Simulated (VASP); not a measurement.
Here is a VASP 6.6.1 calculation.

File INCAR:

```
SYSTEM = Ta
PREC     = Accurate       ! precision mode
ENCUT    = 520            ! plane-wave cutoff, eV
EDIFF    = 1E-7           ! SCF threshold, eV
ISMEAR   = 0              ! smearing method
SIGMA    = 0.15           ! smearing width, eV
LREAL    = .False.        ! projectors in reciprocal space
LASPH    = .True.         ! aspherical terms in the spheres
NELM     = 60             ! most SCF steps
ALGO     = Normal         ! electronic algorithm
ISIF     = 2              ! what is computed and relaxed
LWAVE    = .False.        ! write WAVECAR
LCHARG   = .False.        ! write CHGCAR
GGA      = PE             ! functional
NBANDS   = 12             ! bands
```

The input KPOINTS:

```
Automatic mesh
0
Gamma
  20 20 20
  0 0 0
```

The input POSCAR:

```
Ta
1.0
   -1.6582984647      1.6582984647      1.5621171538
    1.6582984647     -1.6582984647      1.5621171538
    1.6582984647      1.6582984647     -1.5621171538
Ta
1
Direct
    0.0000000000      0.0000000000      0.0000000000
```

Potentials or basis: VASP PAW PBE potentials, release 64 (Ta_pv).

The run is started by

```bash
$ cat potpaw_PBE.64/Ta_pv/POTCAR > POTCAR
$ mpirun -np 1 vasp_std > vasp.out
```

Question: Predict the band gap on the k mesh.

Answer: Zero (an odd number of electrons rules out a gap without spin polarisation).

Question: Estimate the pressure.

Answer: 14.3 GPa.

Stress tensor (GPa, compression positive):
```
11.89  0.00  0.00
 0.00 11.89  0.00
 0.00  0.00 19.08
```

Caveat: the stress differs along the axes, from 12 to 19 GPa; spin-orbit coupling is left out, which moves the levels of the heavy elements.
